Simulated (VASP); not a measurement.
Here is a VASP 6.6.1 calculation.

INCAR

```
PREC     = Accurate       # precision mode
ENCUT    = 520            # plane-wave cutoff, eV
EDIFF    = 1E-6           # SCF threshold, eV
ISMEAR   = -1             # smearing method
SIGMA    = 0.15           # smearing width, eV
LREAL    = Auto         
LASPH    = T              # aspherical terms in the spheres
NELM     = 60             # most SCF steps
ALGO     = Normal         # electronic algorithm
ISIF     = 2              # what is computed and relaxed
LWAVE    = F              # write WAVECAR
LCHARG   = F              # write CHGCAR
GGA      = PE             # functional
IVDW     = 12             # dispersion correction
NBANDS   = 118            # bands
```

The input KPOINTS:

```
regular mesh
0
Gamma
  3 3 3
```

The input POSCAR:

```
Nb16H
1.0
    6.6000000000      0.0000000000      0.0000000000
    0.0000000000      6.6000000000      0.0000000000
    0.0000000000      0.0000000000      6.6000000000
Nb H
16 1
Direct
    0.0002739823     -0.0012478306     -0.0001742915
    0.4944109419     -0.0075493361     -0.0001641607
    0.0002865320      0.5006015051     -0.0001737278
    0.0021452388     -0.0003267562      0.4998188365
    0.2496923108      0.2496708920      0.2507573801
    0.4944717731      0.5068215666     -0.0001641936
    0.5014610120     -0.0000174548      0.4998352701
    0.7555237567      0.2496909925      0.2569892300
    0.0021547628      0.4997224620      0.4998191977
    0.2478265282      0.7496577010      0.2498639503
    0.2496983437      0.2496704277      0.7489004041
    0.5014851519      0.4993828302      0.4998363071
    0.7484979664      0.7496895696      0.2495284555
    0.7555552951      0.2496911512      0.7426269338
    0.2478309076      0.7496572372      0.7498159665
    0.7485107729      0.7496884922      0.7501356890
    0.6249549239      0.2495692502     -0.0002240469
```

Potentials or basis: VASP PAW PBE potentials, release 64 (Nb_sv, H).

Run with:

```bash
$ cat potpaw_PBE.64/Nb_sv/POTCAR potpaw_PBE.64/H/POTCAR > POTCAR
$ mpirun -np 1 vasp_std > vasp.out
```

Task: Estimate the pressure.

Result: -3.8 GPa.

Task: What does it give for the dispersion energy per atom?

Result: -0.707 eV.

Task: What does it give for the band gap on the k mesh?

Result: Zero (an odd number of electrons rules out a gap without spin polarisation).

Task: Estimate the largest force.

Result: 0.005 eV/Å.

Forces in eV/Å, atoms in the order of the input:
```
Nb   0.000  0.002  0.000
Nb  -0.002 -0.001  0.000
Nb   0.000 -0.004  0.000
Nb  -0.004 -0.001  0.000
Nb   0.000  0.000 -0.004
Nb  -0.004  0.002  0.000
Nb  -0.002 -0.002  0.000
Nb   0.002 -0.001  0.001
Nb  -0.003  0.000  0.000
Nb   0.005  0.000  0.000
Nb  -0.001  0.000  0.004
Nb  -0.003  0.002  0.000
Nb   0.003 -0.001  0.002
Nb   0.001 -0.001 -0.001
Nb   0.005  0.000  0.000
Nb   0.003 -0.001 -0.002
H    0.000  0.002  0.001
```
